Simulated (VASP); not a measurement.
Write the native input for VASP 6.6.1 that does the following.

| Quantity | Value |
| --- | --- |
| Task | relaxation of cell and atoms |
| Functional | LDA |
| Potentials or basis | VASP PAW LDA potentials, release 64 (Li_sv, Cl) |
| Cutoff | 600 eV |
| k mesh | 8 × 8 × 8 |
| Occupations | gaussian, width 0.02 eV |
| Spin | no spin polarisation |
| Dipole correction | no |
| Further INCAR settings | ALGO = Normal; EDIFF = 1e-07; IBRION = 2; EDIFFG = -0.005; NSW = 100; ISIF = 3 |

The structure of LiCl lies in POSCAR:

```
LiCl
1.0
    0.0000000000      2.5647700000      2.5647700000
    2.5647700000      0.0000000000      2.5647700000
    2.5647700000      2.5647700000      0.0000000000
Li Cl
1 1
Direct
    0.0000000000      0.0000000000      0.0000000000
    0.5000000000      0.5000000000      0.5000000000
```

The input as run:

INCAR

```
PREC = Accurate
ENCUT = 600
EDIFF = 1E-7
ISMEAR = 0
SIGMA = 0.02
LREAL = False
LASPH = True
NELM = 80
ALGO = Normal
ISIF = 3
LWAVE = False
LCHARG = False
IBRION = 2
NSW = 100
EDIFFG = -0.005
```

KPOINTS

```
regular mesh
0
Gamma
  8 8 8
```

Potentials or basis: VASP PAW LDA potentials, release 64 (Li_sv, Cl).

Run with:

```bash
$ cat potpaw_LDA.64/Li_sv/POTCAR potpaw_LDA.64/Cl/POTCAR > POTCAR
$ mpirun -np 1 vasp_std > vasp.out
```

It gave:

- Relaxed volume: 15.25 Å³/atom
- Relaxed cell: a = 3.507 Å, b = 3.507 Å, c = 3.507 Å, α = 60.00°, β = 60.00°, γ = 60.00°
- Space group after relaxing (to 0.1 Å): Fm-3m (No. 225)
- Energy gained by relaxing: 18.2 meV/atom
- Ionic steps: 4
- Pressure after relaxing: 0.0 GPa
- Band gap on the k mesh: 6.52 eV (least direct gap 6.63 eV)

Caveat: the cutoff is under 1.25 times the usual one of these potentials, so pressure, stress and relaxed cells hold a basis-set (Pulay) error.

Run time: 46 s on 1 thread of Intel Xeon 8259CL (shared host), peak memory 0.15 GiB.
